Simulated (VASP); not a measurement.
Cd5HgS6:

```
Cd Hg S
1.0
     4.09055    0.00000    0.00000
    -2.04528    3.54252    0.00000
     0.00000    0.00000   19.92149
Cd Hg S
5 1 6
Direct
  0.33333 0.66667 0.00000
  0.33333 0.66667 0.66667
  0.66667 0.33333 0.16667
  0.66667 0.33333 0.50000
  0.66667 0.33333 0.83333
  0.33333 0.66667 0.33333
  0.33333 0.66667 0.12500
  0.33333 0.66667 0.45833
  0.33333 0.66667 0.79167
  0.66667 0.33333 0.29167
  0.66667 0.33333 0.62500
  0.66667 0.33333 0.95833
```

* Program: VASP 6.6.1
* Task: relaxation of cell and atoms
* Functional: PBE
* Potentials or basis: VASP PAW PBE potentials, release 64 (Cd, Hg, S)
* Cutoff: 600 eV
* k mesh: 6 × 6 × 1
* Occupations: gaussian, width 0.1 eV
* Spin: no spin polarisation

At the start: pressure 5.8 GPa; volume 24.06 Å³/atom.

Question: Where does the relaxation end?

Answer: Over 8 steps the energy falls by 38.3 meV/atom and the volume is 26.33 Å³/atom (+9.4 %); space group P3m1 (No. 156, to 0.1 Å) before and after.

Step by step:
```
step  energy change (eV)  largest force (eV/Å)  pressure (GPa)  volume (Å³)
   1              0.0000                0.2711            5.83       288.68
   2             -0.3980                0.0681           -1.67       326.81
   3             -0.4574                0.1057            0.01       315.70
   4             -0.4573                0.1034           -0.08       316.26
   5             -0.4583                0.0720            0.01       315.66
   6             -0.4587                0.0578            0.13       314.98
   7             -0.4594                0.0499            0.07       315.32
   8             -0.4598                0.0356           -0.03       315.92
```

Final structure:
```
Cd Hg S
1.0
     4.21137    0.00000    0.00000
    -2.10569    3.64715    0.00000
     0.00000    0.00000   20.56838
Cd Hg S
5 1 6
Direct
  0.33333 0.66667 0.99974
  0.33333 0.66667 0.66645
  0.66667 0.33333 0.16565
  0.66667 0.33333 0.49992
  0.66667 0.33333 0.83307
  0.33333 0.66667 0.33357
  0.33333 0.66667 0.12513
  0.33333 0.66667 0.45993
  0.33333 0.66667 0.79194
  0.66667 0.33333 0.29065
  0.66667 0.33333 0.62537
  0.66667 0.33333 0.95858
```
